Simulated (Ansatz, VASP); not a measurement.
# ZrInS3: VASP beside Ansatz

Contents of INCAR:

```
SYSTEM = ZrInS3
PREC = Accurate
ENCUT = 520
EDIFF = 1E-7
ISMEAR = 0
SIGMA = 0.1
LREAL = .FALSE.
LASPH = .TRUE.
NELM = 150
ALGO = Normal
ISIF = 2
LWAVE = .FALSE.
LCHARG = .FALSE.
ISPIN = 2
MAGMOM = 1 0 0 0 0
LORBIT = 11
LMAXMIX = 4
GGA = PE
NBANDS = 34
```

KPOINTS

```
Automatic mesh
0
G
  6 6 2
  0 0 0
```

POSCAR

```
ZrInS3
1.0
    3.4940104042      0.0000000000      0.0000000000
    0.0000000000      3.4940104042      0.0000000000
    0.0000000000      0.0000000000     10.7820072389
Zr In S
1 1 3
Direct
    0.5000000000      0.5000000000      0.0000000000
    0.5000000000      0.5000000000      0.5000000000
    0.0000000000      0.0000000000      0.1328772403
    0.0000000000      0.0000000000      0.8671227597
    0.0000000000      0.0000000000      0.5000000000
```

Input for Ansatz:

```yaml
crystal:
  lattice:
    - [3.4940104042, 0.0, 0.0]
    - [0.0, 3.4940104042, 0.0]
    - [0.0, 0.0, 10.7820072389]
  atoms:
    - { symbol: Zr, position: [0.5, 0.5, 0.0], spin: 1.0 }
    - { symbol: In, position: [0.5, 0.5, 0.5] }
    - { symbol: S, position: [0.0, 0.0, 0.1328772403] }
    - { symbol: S, position: [0.0, 0.0, 0.8671227597] }
    - { symbol: S, position: [0.0, 0.0, 0.5] }
basis:
  ecutwfc: 420
kpoints:
  mp_grid: { grid: [6, 6, 2] }
hamiltonian:
  xc: pbe
scf:
  occupations: { method: gaussian, width: 0.1 }
  lower_state_search: "off"
output:
  forces: true
  stress: true
  eigenvalues: true
  populations: true
magnetization:
  spin_polarized: true
```

Alike in both runs: task single point; functional PBE; k mesh 6 × 6 × 2; occupations gaussian, width 0.1 eV; collinear spin.

|  | VASP | Ansatz |
| --- | --- | --- |
| version | VASP 6.6.1 | Ansatz 0.2.0 |
| potentials or method | VASP PAW PBE potentials, release 64 (Zr_sv, In_d, S), cutoff 520 eV | scalar-relativistic, plane waves, PAW |
| valence electrons in the cell | 43 | 43 |

|  | VASP | Ansatz | Ansatz less VASP |
| --- | --- | --- | --- |
| gap on the k mesh at the Fermi level (eV) | none | none | - |
| pressure (GPa) | -0.1 | 0.0 | +0.05 |
| traceless stress, the component that is largest in VASP (GPa) | 0.09 | 0.09 | +0.004 |
| net moment per atom (μB) | 0.00 | 0.00 | 0.000 |

A gap of «none» marks a metal or a gap that the smearing closes. The functional is the same, so the differences come from potentials, cutoffs and numerics. Ansatz's warnings: seeded moment not kept.
